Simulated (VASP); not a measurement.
A run of VASP 6.6.1:

The input POSCAR:

```
KI
1.0
    0.0000000000      3.5079050000      3.5079050000
    3.5079050000      0.0000000000      3.5079050000
    3.5079050000      3.5079050000      0.0000000000
K I
1 1
Direct
    0.0000000000      0.0000000000      0.0000000000
    0.5000000000      0.5000000000      0.5000000000
```

File INCAR.step1:

```
SYSTEM = KI
PREC = Accurate
ENCUT = 520
EDIFF = 1E-5
ISMEAR = -1
SIGMA = 0.1
LREAL = .FALSE.
LASPH = .TRUE.
NELM = 100
ALGO = Normal
ISIF = 2
LWAVE = .TRUE.
NBANDS = 15
GGA = PE
```

Contents of INCAR.step2:

```
SYSTEM = KI
PREC = Accurate
ENCUT = 520
EDIFF = 1E-6
ISMEAR = -1
SIGMA = 0.1
LREAL = .FALSE.
LASPH = .TRUE.
NELM = 100
ALGO = Normal
ISIF = 2
LWAVE = .FALSE.
LCHARG = .TRUE.
GGA = PE
LHFCALC = .TRUE.
HFSCREEN = 0.2079
PRECFOCK = Normal
LELF = .TRUE.
LVHAR = .TRUE.
NBANDS = 15
ISTART = 1
```

Contents of KPOINTS:

```
Automatic mesh
0
G
  3 3 3
  0 0 0
```

Potentials or basis: VASP PAW PBE potentials, release 64 (K_sv, I).

Run with:

```bash
$ cat potpaw_PBE.64/K_sv/POTCAR potpaw_PBE.64/I/POTCAR > POTCAR
$ cp INCAR.step1 INCAR
$ mpirun -np 1 vasp_std > vasp.out
$ cp INCAR.step2 INCAR
$ mpirun -np 1 vasp_std > vasp.out
```

Hardware: 1 thread of Intel(R) Xeon(R) 6975P-C (Granite Rapids) (shared host).

How long does it take, and how much memory?

It took 61 s on 1 thread of Intel(R) Xeon(R) 6975P-C (Granite Rapids), with other jobs on the host, peak memory 0.34 GiB. Counts: k points 4.
